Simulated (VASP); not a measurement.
# BN (R3m) in VASP: a series of runs

The runs below take BN through single point, with PBE+D3(BJ).

All numbers are computed with VASP 6.6.1; they aren't measurements. Logs are shortened: lines on timing, memory, paths and dates and some standing lists are left out, and cuts for length are marked.

**1. The cell of the first run**

The structure is trigonal, space group R3m (No. 160). The conventional cell has a = 2.506 Å, b = 2.506 Å, c = 10.082 Å, α = 90.00°, β = 90.00°, γ = 120.00°. B (site symmetry 3m) has 3 N at 1.45 Å within 1.9 Å. N (site symmetry 3m) has 3 B at 1.45 Å within 1.9 Å.

**2. Single point, PBE+D3(BJ)**

INCAR reads:

```
SYSTEM = BN
  PREC = Accurate
  ENCUT = 520
  EDIFF = 1E-7
  ISMEAR = 0
  SIGMA = 0.02
  LREAL = .False.
  LASPH = .True.
  NELM = 100
  ALGO = Normal
  ISIF = 2
  LWAVE = .False.
  LCHARG = .True.
  GGA = PE
  IVDW = 12
  LELF = .True.
  LVHAR = .True.
  NBANDS = 21
```

KPOINTS reads:

```
regular mesh
0
Gamma
  12 12 4
  0 0 0
```

POSCAR reads:

```
BN
1.0
    2.5061138137      0.0000000000      0.0000000000
   -1.2530569069      2.1703582275      0.0000000000
    0.0000000000      0.0000000000     10.0823443066
B N
3 3
Direct
    0.0000000000      0.0000000000      0.0003436670
    0.6666666667      0.3333333333      0.3336770004
    0.3333333333      0.6666666667      0.6670103337
    0.6666666667      0.3333333333      0.0005566663
    0.3333333333      0.6666666667      0.3338899996
    0.0000000000      0.0000000000      0.6672233330
```

Potentials or basis: VASP PAW PBE potentials, release 64 (B, N).

Command:

```console
$ cat potpaw_PBE.64/B/POTCAR potpaw_PBE.64/N/POTCAR > POTCAR
$ mpirun -np 1 vasp_std > vasp.out
```

OUTCAR:

```text
SYSTEM = BN
   PREC = Accurate
   ENCUT = 520
   EDIFF = 1E-7
   ISMEAR = 0
   LREAL = .False.
   LASPH = .True.
   NELM = 100
   ISIF = 2
   GGA = PE
   IVDW = 12
 IVDW          = 12

 ion  position               nearest neighbor table
   1  0.000  0.000  0.000-   4 1.45   4 1.45   4 1.45
   2  0.667  0.333  0.334-   5 1.45   5 1.45   5 1.45
   3  0.333  0.667  0.667-   6 1.45   6 1.45   6 1.45
   4  0.667  0.333  0.001-   1 1.45   1 1.45   1 1.45
   5  0.333  0.667  0.334-   2 1.45   2 1.45   2 1.45
   6  0.000  0.000  0.667-   3 1.45   3 1.45   3 1.45

  LATTYP: Found a hexagonal cell.
 ALAT       =     2.5061138137
 C/A-ratio  =     4.0230991312

  Lattice vectors:

 A1 = (   2.5061138137,   0.0000000000,   0.0000000000)
 A2 = (  -1.2530569069,   2.1703582275,   0.0000000000)
 A3 = (   0.0000000000,   0.0000000000,  10.0823443066)

Analysis of symmetry for initial positions (statically):
=====================================================================
 Subroutine PRICEL returns following result:

  LATTYP: Found a trigonal (rhomboedric) cell.
 ALAT       =     3.6590145309
 COS(alpha) =     0.7654457447

  Lattice vectors:

 A1 = (   1.2530569067,  -0.7234527424,  -3.3607814352)
 A2 = (  -1.2530569066,  -0.7234527426,  -3.3607814362)
 A3 = (  -0.0000000002,   1.4469054851,  -3.3607814352)

   3 primitive cells build up your supercell.

 Routine SETGRP: Setting up the symmetry group for a
 hexagonal supercell.

 Subroutine GETGRP returns: Found  6 space group operations
 (whereof  6 operations were pure point group operations)
 out of a pool of 24 trial point group operations.

The static configuration has the point symmetry C_3v.

Analysis of symmetry for dynamics (positions and initial velocities):
=====================================================================
 Subroutine PRICEL returns following result:

  LATTYP: Found a trigonal (rhomboedric) cell.
 ALAT       =     3.6590145309
 COS(alpha) =     0.7654457447

  Lattice vectors:

 A1 = (   1.2530569067,  -0.7234527424,  -3.3607814352)
 A2 = (  -1.2530569066,  -0.7234527426,  -3.3607814362)
 A3 = (  -0.0000000002,   1.4469054851,  -3.3607814352)

   3 primitive cells build up your supercell.

 Routine SETGRP: Setting up the symmetry group for a
 hexagonal supercell.

 Subroutine GETGRP returns: Found  6 space group operations
 (whereof  6 operations were pure point group operations)
 out of a pool of 24 trial point group operations.

The dynamic configuration has the point symmetry C_3v.

 Subroutine INISYM returns: Found  6 space group operations
 (whereof  6 operations are pure point group operations),
 and found     3 'primitive' translations

----------------------------------------------------------------------------------------

                                     Primitive cell

  volume of cell :      18.2798

  direct lattice vectors                    reciprocal lattice vectors
     1.253056907 -0.723452742 -3.360781435     0.399024176 -0.230376715 -0.099183282
    -1.253056907 -0.723452743 -3.360781436    -0.399024176 -0.230376716 -0.099183282
    -0.000000000  1.446905485 -3.360781435    -0.000000000  0.460753431 -0.099183282

  length of vectors
     3.659014531  3.659014532  3.659014531     0.471307806  0.471307806  0.471307806

  position of ions in fractional coordinates (direct lattice)
     0.999656333  0.999656333  0.999656333
     0.332776667  0.332776667  0.332776667

  ion indices of the primitive-cell ions
   primitive index   ion index
                 1           1
                 2           6

----------------------------------------------------------------------------------------

 KPOINTS: regular mesh

Automatic generation of k-mesh.
 Grid dimensions read from file:
 generate k-points for:   12   12    4

 Generating k-lattice:

  Cartesian coordinates                     Fractional coordinates (reciprocal lattice)
     0.033252015  0.019198060  0.000000000     0.083333333  0.000000000  0.000000000
     0.000000000  0.038396119  0.000000000     0.000000000  0.083333333  0.000000000
     0.000000000  0.000000000  0.024795821     0.000000000  0.000000000  0.250000000

  Length of vectors
     0.038396119  0.038396119  0.024795821

  Shift w.r.t. Gamma in fractional coordinates (k-lattice)
     0.000000000  0.000000000  0.000000000

 Subroutine IBZKPT returns following result:
 ===========================================

 Found     69 irreducible k-points:

 Following reciprocal coordinates:
            Coordinates               Weight
  0.000000  0.000000  0.000000      1.000000
  0.083333  0.000000  0.000000      6.000000
  0.166667  0.000000  0.000000      6.000000
  0.250000  0.000000  0.000000      6.000000
  0.333333  0.000000  0.000000      6.000000
  0.416667 -0.000000  0.000000      6.000000
[... 16 lines left out ...]
  0.166667  0.000000  0.250000      6.000000
  0.000000  0.166667  0.250000      6.000000
 [... further k-points ...]
   k-points           NKPTS =     69   k-points in BZ     NKDIM =     69   number of bands    NBANDS=     21
   number of dos      NEDOS =    301   number of ions     NIONS =      6
   total plane-waves  NPLWV =  32000
   dimension x,y,z NGX =    20 NGY =   20 NGZ =   80
   dimension x,y,z NGXF=    40 NGYF=   40 NGZF=  160
   ions per type =               3   3
   NGX,Y,Z   is equivalent  to a cutoff of  13.27, 13.27, 13.19 a.u.
   NGXF,Y,Z  is equivalent  to a cutoff of  26.53, 26.53, 26.38 a.u.
 SYSTEM =  BN
   PREC   = accura    normal or accurate (medium, high low for compatibility)
   ISTART =      0    job   : 0-new  1-cont  2-samecut
   ICHARG =      2    charge: 1-file 2-atom 10-const
   ISPIN  =      1    spin polarized calculation?
   LNONCOLLINEAR =      F non collinear calculations
   LSORBIT =      F    spin-orbit coupling
   LASPH  =      T    aspherical Exc in radial PAW
   ENCUT  =  520.0 eV  38.22 Ry    6.18 a.u.   4.66  4.66 18.75*2*pi/ulx,y,z
   NELM   =    100;   NELMIN=  2; NELMDL= -5     # of ELM steps
   EDIFF  = 0.1E-06   stopping-criterion for ELM
   LREAL  =      F    real-space projection
   EDIFFG = 0.1E-05   stopping-criterion for IOM
   NSW    =      0    number of steps for IOM
   IBRION =     -1    ionic relax: 0-MD 1-quasi-New 2-CG
   NFREE  =      0    steps in history (QN), initial steepest desc. (CG)
   ISIF   =      2    stress and relaxation
   ISYM   =      2    0-nonsym 1-usesym 2-fastsym
   POTIM  = 0.5000    time-step for ionic-motion
   TEBEG  =    0.0;   TEEND  =   0.0 temperature during run
   PSTRESS=    0.0 pullay stress
   NELECT =      24.0000    total number of electrons
   NUPDOWN=      -1.0000    fix difference up-down
   EMIN   =  10.00;   EMAX   =-10.00  energy-range for DOS
   EFERMI =   0.00;   METHOD = LEGACY
   ISMEAR =     0;   SIGMA  =   0.02  broadening in eV -4-tet -1-fermi 0-gaus
   EFERMI_NEDOS =   21; number of points for ismear=-14 and -15
   IALGO  =     38    algorithm
   IMIX   =      4    mixing-type and parameters
     AMIX     =   0.40;   BMIX     =  1.00
     AMIX_MAG =   1.60;   BMIX_MAG =  1.00
  volume/ion in A,a.u.               =       9.14        61.68
  Fermi-wavevector in a.u.,A,eV,Ry     =   1.242932  2.348801 21.019364  1.544880
  Thomas-Fermi vector in A             =   2.377265
   LORBIT       =      0    0 simple, 1 ext, 2 COOP (PROOUT), +10 PAW based schemes
   GGA     = PE    functional components
   LHFCALC =     F    Hartree Fock is set to
   AEXX    =    0.0000 exact exchange contribution
   IVDW    =    12    specifies the selected vdW correction
   LEPSILON=     F    determine dielectric tensor
   LRPA    =     F    only Hartree local field effects (RPA)
 non-spin polarized calculation
 Gauss-broadening in eV      SIGMA  =   0.02
  energy-cutoff  :      520.00
  volume of cell :       54.84
 maximum number of plane-waves:      1501
 NGX is ok and might be reduce to    20
   NGX =  9   NGY =  9   NGZ = 37

 number of electron      24.0000000 magnetization

 Free energy of the ion-electron system (eV)
  ---------------------------------------------------
  ext. energy  EPLUGINS =         0.00000000
  ---------------------------------------------------
  free energy    TOTEN  =       -52.74379106 eV

  energy without entropy =      -52.74379106  energy(sigma->0) =      -52.74379106

 E-fermi :   2.3172     XC(G=0):  -9.9928

 val. band max:        2.1420107053   @ k =   0.3333   0.3333   0.0000
 cond. band min:       6.4078229659   @ k =   0.5000   0.0000   0.0000
 fundamental gap:      4.2658122605
 Fermi energy:         2.3171705021

 k-point     1 :       0.0000    0.0000    0.0000
  band No.  band energies     occupation
      1     -15.6099      2.00000
      2     -15.4129      2.00000
      3     -15.4129      2.00000
      4      -3.5579      2.00000
      5      -3.5579      2.00000
      6      -1.9909      2.00000
[... 13 lines left out ...]
     20      13.7867      0.00000
     21      13.7867      0.00000

 k-point     2 :       0.0833    0.0000    0.0000
  band No.  band energies     occupation
      1     -15.4742      2.00000
      2     -15.2805      2.00000
      3     -15.2804      2.00000
      4      -3.3756      2.00000
      5      -3.3754      2.00000
      6      -1.8240      2.00000
[... 13 lines left out ...]
     20      14.3242      0.00000
     21      14.3775      0.00000

 k-point     3 :       0.1667    0.0000    0.0000
  band No.  band energies     occupation
      1     -15.0747      2.00000
      2     -14.8906      2.00000
      3     -14.8903      2.00000
      4      -2.8388      2.00000
      5      -2.8377      2.00000
      6      -1.3347      2.00000
[... 13 lines left out ...]
     20      14.7390      0.00000
     21      14.8880      0.00000
[... 457 lines left out ...]
 k-point    23 :       0.1667    0.0000    0.2500
  band No.  band energies     occupation
      1     -15.0588      2.00000
      2     -14.9534      2.00000
      3     -14.8433      2.00000
      4      -3.1352      2.00000
      5      -2.4010      2.00000
      6      -1.5095      2.00000
[... 13 lines left out ...]
     20      14.1787      0.00000
     21      15.6198      0.00000

 k-point    24 :       0.0000    0.1667    0.2500
  band No.  band energies     occupation
      1     -15.0588      2.00000
      2     -14.9537      2.00000
      3     -14.8431      2.00000
      4      -3.1360      2.00000
      5      -2.4002      2.00000
      6      -1.5065      2.00000
[... 13 lines left out ...]
     20      14.2640      0.00000
     21      15.4952      0.00000

 [... further k-points ...]

------------------------ aborting loop because EDIFF is reached ----------------------------------------

 Edisp (eV)   -0.83332

 E8    (eV) :    -0.2438

  FORCE on cell =-STRESS in cart. coord.  units (eV):
  Direction    XX          YY          ZZ          XY          YZ          ZX
  --------------------------------------------------------------------------------------
  -------------------------------------------------------------------------------------
  Total       0.08033     0.08033    -0.22684    -0.00000    -0.00000     0.00000
  in kB       2.34700     2.34700    -6.62726    -0.00000    -0.00000     0.00000
  external pressure =       -0.64 kB  Pullay stress =        0.00 kB

 VOLUME and BASIS-vectors are now :
 -----------------------------------------------------------------------------
  energy-cutoff  :      520.00
  volume of cell :       54.84
      direct lattice vectors                 reciprocal lattice vectors
     2.506113814  0.000000000  0.000000000     0.399024176  0.230376716  0.000000000
    -1.253056907  2.170358227  0.000000000     0.000000000  0.460753431  0.000000000
     0.000000000  0.000000000 10.082344307     0.000000000  0.000000000  0.099183282

 POSITION                                       TOTAL-FORCE (eV/Angst)
 -----------------------------------------------------------------------------------
      0.00000      0.00000      0.00346         0.000000      0.000000     -0.002250
      1.25306      0.72345      3.36425         0.000000     -0.000000     -0.002250
     -0.00000      1.44691      6.72503         0.000000      0.000000     -0.002250
      1.25306      0.72345      0.00561        -0.000000     -0.000000      0.002250
     -0.00000      1.44691      3.36639        -0.000000     -0.000000      0.002250
      0.00000      0.00000      6.72718        -0.000000     -0.000000      0.002250
 -----------------------------------------------------------------------------------
    total drift:                               -0.000000     -0.000000      0.000278

  FREE ENERGIE OF THE ION-ELECTRON SYSTEM (eV)
  ---------------------------------------------------
  free  energy   TOTEN  =       -53.5771093070 eV

  energy  without entropy=      -53.5771093070  energy(sigma->0) =      -53.57710931
```

Run time: 2 min. Hardware: 1 thread of Intel Xeon 8259CL, shared host; peak memory 0.22 GiB.

Results:

* Free energy: -53.5771 eV
* Pressure: -0.1 GPa
* Band gap on the k mesh: 4.27 eV
* Dispersion energy per atom: -0.139 eV

Forces in eV/Å, atoms in the order of the input:
```
B    0.000  0.000 -0.002
B    0.000  0.000 -0.002
B    0.000  0.000 -0.002
N    0.000  0.000  0.002
N    0.000  0.000  0.002
N    0.000  0.000  0.002
```

A k mesh can miss the band edges.

**3. Single point, PBE+D3(BJ) (strain along c alone, the other axes held: +4.0 %, then relaxed in part)**

INCAR reads:

```
  PREC = Accurate
  ENCUT = 520
  EDIFF = 1E-7
  ISMEAR = 0
  SIGMA = 0.02
  LREAL = False
  LASPH = True
  NELM = 80
  ALGO = Normal
  ISIF = 2
  LWAVE = False
  LCHARG = False
  GGA = PE
  IVDW = 12
  NBANDS = 21
```

KPOINTS reads:

```
Automatic mesh
0
Gamma
  12 12 4
```

Changes to POSCAR since step 2:

```diff
@@ -4,3 +4,3 @@
    -1.2530569069      2.1703582275      0.0000000000
-    0.0000000000      0.0000000000     10.0823443066
+    0.0000000000      0.0000000000     10.2800373322
 B N
```

Potentials or basis: VASP PAW PBE potentials, release 64 (B, N).

Command:

```console
$ cat potpaw_PBE.64/B/POTCAR potpaw_PBE.64/N/POTCAR > POTCAR
$ mpirun -np 1 vasp_std > vasp.out
```

It took 2 min on 1 thread of Intel Xeon 8259CL, shared host; peak memory 0.21 GiB.

Results (log left out):

| Item | Value |
| --- | --- |
| Free energy | -53.5723 eV |
| Pressure | -0.2 GPa |
| Largest force | 0.004 eV/Å |
| Band gap on the k mesh | 4.30 eV |
| Dispersion energy per atom | -0.136 eV |

Forces on the atoms (eV/Å):
```
B    0.000  0.000  0.004
B    0.000  0.000  0.004
B    0.000  0.000  0.004
N    0.000  0.000 -0.004
N    0.000  0.000 -0.004
N    0.000  0.000 -0.004
```

Stress tensor (GPa, compression positive):
```
 0.29  0.00  0.00
 0.00  0.29  0.00
 0.00  0.00 -1.06
```

Levels at points of the mesh, in eV from the valence-band top:
| k point | band 9 | band 10 | band 11 | band 12 | band 13 | band 14 | band 15 | band 16 |
| --- | --- | --- | --- | --- | --- | --- | --- | --- |
| (0.00, 0.00, 0.00) | -1.31 | -1.31 | -1.30 | -1.30 | 5.08 | 8.46 | 8.46 | 11.59 |
| (0.50, 0.00, 0.00) | -4.09 | -1.15 | -0.79 | -0.79 | 4.30 | 5.12 | 5.12 | 9.74 |
| (0.00, 0.00, 0.50) | -1.30 | -1.30 | -1.30 | -1.30 | 6.16 | 6.16 | 9.92 | 11.57 |
| (0.50, 0.00, 0.50) | -4.07 | -1.05 | -1.05 | -0.62 | 4.62 | 4.62 | 5.25 | 9.81 |

Caveat: the cell differs from its parent crystal (strain along c alone, the other axes held: +4.0 %, then relaxed in part).
